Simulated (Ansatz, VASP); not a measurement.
# One calculation of In3BAs4, two programs

Contents of INCAR:

```
SYSTEM = In3BAs4
PREC = Accurate
ENCUT = 520
EDIFF = 1E-7
ISMEAR = -1
SIGMA = 0.02
LREAL = .False.
LASPH = .True.
NELM = 80
ALGO = Normal
ISIF = 2
LWAVE = .False.
LCHARG = .True.
GGA = PE
LELF = .True.
LVHAR = .True.
NBANDS = 41
```

KPOINTS

```
regular mesh
0
Gamma
  6 6 6
  0 0 0
```

Contents of POSCAR:

```
In3BAs4
1.0
   -2.8973725065      2.8973725065      5.7062920623
    2.8973725065     -2.8973725065      5.7062920623
    2.8973725065      2.8973725065     -5.7062920623
B As In
1 4 3
Direct
    0.0000000000      0.0000000000      0.0000000000
    0.3185725912      0.3185725912      0.4177910826
    0.0992184915      0.6814274088      0.0000000000
    0.9007815085      0.9007815085      0.5822089174
    0.6814274088      0.0992184915      0.0000000000
    0.7500000000      0.2500000000      0.5000000000
    0.5000000000      0.5000000000      0.0000000000
    0.2500000000      0.7500000000      0.5000000000
```

Input for Ansatz:

```yaml
crystal:
  lattice:
    - [-2.8973725065, 2.8973725065, 5.7062920623]
    - [2.8973725065, -2.8973725065, 5.7062920623]
    - [2.8973725065, 2.8973725065, -5.7062920623]
  atoms:
    - { symbol: B, position: [0.0, 0.0, 0.0] }
    - { symbol: As, position: [0.3185725912, 0.3185725912, 0.4177910826] }
    - { symbol: In, position: [0.75, 0.25, 0.5] }
    - { symbol: As, position: [0.0992184915, 0.6814274088, 0.0] }
    - { symbol: In, position: [0.5, 0.5, 0.0] }
    - { symbol: As, position: [0.9007815085, 0.9007815085, 0.5822089174] }
    - { symbol: In, position: [0.25, 0.75, 0.5] }
    - { symbol: As, position: [0.6814274088, 0.0992184915, 0.0] }
kpoints:
  mp_grid: { grid: [6, 6, 6] }
  band_path:
    path:
      - [[0.0, 0.0, 0.0], [1.239473802437e-17, -1.239473802437e-17, 0.5], [0.25, 0.25, 0.25], [8.778846268985e-18, 0.5, -8.778846268985e-18], [0.0, 0.0, 0.0], [0.5, 0.5, -0.5], [0.3144526362781, 0.6855473637219, -0.3144526362781]]
      - [[-0.3144526362781, 0.3144526362781, 0.3144526362781], [0.0, 0.0, 0.0]]
      - [[1.239473802437e-17, -1.239473802437e-17, 0.5], [-0.1289052725562, 0.1289052725562, 0.5]]
      - [[0.5, 0.5, -0.1289052725562], [0.5, 0.5, -0.5]]
    npoints: 10
hamiltonian:
  xc: pbe
scf:
  occupations: { method: fermi_dirac, width: 0.02 }
  n_extra_bands: 6
output:
  forces: true
  stress: true
  eigenvalues: true
```

Alike in both runs: task single point; functional PBE; k mesh 6 × 6 × 6; occupations fermi-dirac, width 0.02 eV; no spin polarisation.

|  | VASP | Ansatz |
| --- | --- | --- |
| version | VASP 6.6.1 | Ansatz 0.2.0 |
| potentials or method | VASP PAW PBE potentials, release 64 (B, As, In_d) | plane waves, PAW |
| plane-wave cutoff (eV) | 520 | 420 |
| valence electrons in the cell | 62 | 102 |

VASP gave:

- pressure (GPa): 2.1
- rms of the force components (eV/Å): 0.053

Task: What did Ansatz give for the same quantities?

Result: Pressure (GPa): 2.0; rms of the force components (eV/Å): 0.061.

VASP's potentials hold 62 valence electrons a cell and Ansatz's 102, so a difference there can come from the potentials and not from the codes.
